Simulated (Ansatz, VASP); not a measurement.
# Two plane-wave programs on Mg

File INCAR:

```
ALGO = Normal
EDIFF = 1E-6
ENCUT = 520
GGA = PS
ISIF = 2
ISMEAR = 0
LASPH = T
LCHARG = F
LREAL = F
LWAVE = F
NBANDS = 7
NELM = 100
PREC = Accurate
SIGMA = 0.15
```

KPOINTS

```
k-points
0
Gamma
  26 26 26
```

File POSCAR:

```
Mg
1.0
   -1.7783509362      1.7783509362      1.7783509362
    1.7783509362     -1.7783509362      1.7783509362
    1.7783509362      1.7783509362     -1.7783509362
Mg
1
Direct
    0.0000000000      0.0000000000      0.0000000000
```

Input for Ansatz:

```yaml
crystal:
  lattice:
    - [-1.7783509362, 1.7783509362, 1.7783509362]
    - [1.7783509362, -1.7783509362, 1.7783509362]
    - [1.7783509362, 1.7783509362, -1.7783509362]
  atoms:
    - { symbol: Mg, position: [0.0, 0.0, 0.0] }
basis:
  ecutwfc: 420
kpoints:
  mp_grid: { grid: [26, 26, 26] }
hamiltonian:
  xc: pbesol
scf:
  occupations: { method: gaussian, width: 0.15 }
output:
  forces: true
  stress: true
  eigenvalues: true
```

Alike in both runs: task single point; functional PBEsol; k mesh 26 × 26 × 26; occupations gaussian, width 0.15 eV; no spin polarisation.

```csv
,VASP,Ansatz
version,VASP 6.6.1,Ansatz 0.2.0
potentials or method,"VASP PAW PBE potentials, release 64 (Mg), cutoff 520 eV","scalar-relativistic, plane waves, PAW"
valence electrons in the cell,2,10
```

|  | VASP | Ansatz | Ansatz less VASP |
| --- | --- | --- | --- |
| gap on the k mesh at the Fermi level (eV) | none | none | - |
| pressure (GPa) | -0.1 | 0.0 | +0.05 |

VASP's potentials were made for PBE, not for PBEsol. A gap of «none» marks a metal or a gap that the smearing closes. VASP's potentials hold 2 valence electrons a cell and Ansatz's 10, so a difference there can come from the potentials and not from the codes.
